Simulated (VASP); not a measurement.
Wanted: the native input for a VASP 6.6.1 run.

```yaml
Task: single point
Functional: PBE
Dispersion: D3(BJ)
Potentials_or_basis: VASP PAW PBE potentials, release 64 (Bi_d)
Cutoff: 520 eV
k_mesh: 16 × 16 × 16
Occupations: gaussian, width 0.15 eV
Spin: no spin polarisation
Dipole_correction: no
Further_INCAR_settings: ALGO = Fast; EDIFF = 1e-07; NBANDS = 14
```

The structure of Bi lies in POSCAR:

```
Bi
1.0
   -1.7733194365      2.2141999594      1.8908875759
    1.7733194365     -2.2141999594      1.8908875759
    1.7733194365      2.2141999594     -1.8908875759
Bi
1
Direct
    0.0000000000      0.0000000000      0.0000000000
```

This cell differs from its parent crystal: strain +e along x and -e along y -0.1125, strain +e along z and -e/2 along x and y -0.0350.

One way to write it, as run:

INCAR

```
SYSTEM = Bi
PREC = Accurate
ENCUT = 520
EDIFF = 1E-7
ISMEAR = 0
SIGMA = 0.15
LREAL = .FALSE.
LASPH = .TRUE.
NELM = 100
ALGO = Fast
ISIF = 2
LWAVE = .FALSE.
LCHARG = .FALSE.
GGA = PE
IVDW = 12
NBANDS = 14
```

KPOINTS

```
regular mesh
0
G
  16 16 16
  0 0 0
```

Potentials or basis: VASP PAW PBE potentials, release 64 (Bi_d).

Run with:

```console
$ cat potpaw_PBE.64/Bi_d/POTCAR > POTCAR
$ mpirun -np 1 vasp_std > vasp.out
```

Results of the run:

```yaml
Pressure: 1.1 GPa
Band_gap_on_the_k_mesh: zero (an odd number of electrons rules out a gap without spin polarisation)
Dispersion_energy_per_atom: -0.531 eV
```

Caveat: the cell differs from its parent crystal (strain +e along x and -e along y -0.1125, strain +e along z and -e/2 along x and y -0.0350); spin-orbit coupling is left out, which moves the levels of the heavy elements.

Run time: 6.4 min on 1 thread of Intel Xeon 8259CL, on a shared host, peak memory 0.35 GiB.
